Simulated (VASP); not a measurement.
Input of a VASP 6.6.1 run:

The input POSCAR:

```
AlGa3N4
1.0
    0.0000000000     -3.1634143063      0.0000000000
    0.0036943786      0.0000000000     -5.4769945779
   10.2778404038     -0.6326828613      0.0000343770
Al Ga N
2 6 8
Direct
    0.3308717115      0.3327017646      0.8456414426
    0.4308717115      0.3327017646      0.3456414426
    0.4810128713      0.6649393012      0.0949356435
    0.3810128713      0.6649393012      0.5949356435
   -0.0189951192      0.1685429296      0.0949755958
   -0.1189951192      0.1685429296      0.5949755958
   -0.0690560998      0.8338086149      0.3452804992
   -0.1690560998      0.8338086149      0.8452804992
    0.3189886956      0.6593989656      0.9050565220
    0.4189886956      0.6593989656      0.4050565220
   -0.1808031043      0.1740689627      0.9040155213
   -0.0808031043      0.1740689627      0.4040155213
   -0.0310939550      0.8338062859      0.1554697749
   -0.1310939550      0.8338062859      0.6554697749
    0.4677549989      0.3327321755      0.1612250056
    0.3677549989      0.3327321755      0.6612250056
```

The input INCAR.step1:

```
PREC     = Accurate       # precision mode
ENCUT    = 520            # plane-wave cutoff, eV
ISMEAR   = 0              # smearing method
SIGMA    = 0.05           # smearing width, eV
LREAL    = Auto         
LASPH    = T              # aspherical terms in the spheres
NELM     = 60             # most SCF steps
NBANDS   = 76             # bands
GGA      = PE             # functional
ALGO     = Normal         # electronic algorithm
EDIFF    = 1E-4           # SCF threshold, eV
LWAVE    = T              # write WAVECAR
LCHARG   = F              # write CHGCAR
```

The input INCAR.step2:

```
PREC     = Accurate       # precision mode
ENCUT    = 520            # plane-wave cutoff, eV
EDIFF    = 1E-7           # SCF threshold, eV
ISMEAR   = 0              # smearing method
SIGMA    = 0.05           # smearing width, eV
LREAL    = Auto         
LASPH    = T              # aspherical terms in the spheres
NELM     = 60             # most SCF steps
ALGO     = Normal         # electronic algorithm
ISIF     = 2              # what is computed and relaxed
LWAVE    = F              # write WAVECAR
LCHARG   = F              # write CHGCAR
METAGGA  = R2SCAN         # meta-GGA
LMIXTAU  = T            
NBANDS   = 76             # bands
ISTART   = 1
```

KPOINTS

```
Automatic mesh
0
Gamma
  7 4 3
```

Potentials or basis: VASP PAW PBE potentials, release 64 (Al, Ga_d, N).

Command:

```sh
$ cat potpaw_PBE.64/Al/POTCAR potpaw_PBE.64/Ga_d/POTCAR potpaw_PBE.64/N/POTCAR > POTCAR
$ cp INCAR.step1 INCAR
$ mpirun -np 1 vasp_std > vasp.out
$ cp INCAR.step2 INCAR
$ mpirun -np 1 vasp_std > vasp.out
```

Problem. What does it give for the pressure?

Solution. 0.0 GPa.

Problem. Predict the largest force.

Solution. 1.093 eV/Å.

Problem. Predict the band gap on the k mesh.

Solution. 2.62 eV.

Stress tensor (GPa, compression positive):
```
 0.61  5.21 -0.44
 5.21 -1.44 -0.74
-0.44 -0.74  0.81
```

Caveat: the cell differs from its parent crystal (the part above a cut slid along it); the PAW data sets were made with another functional, which shifts forces and pressure a little.
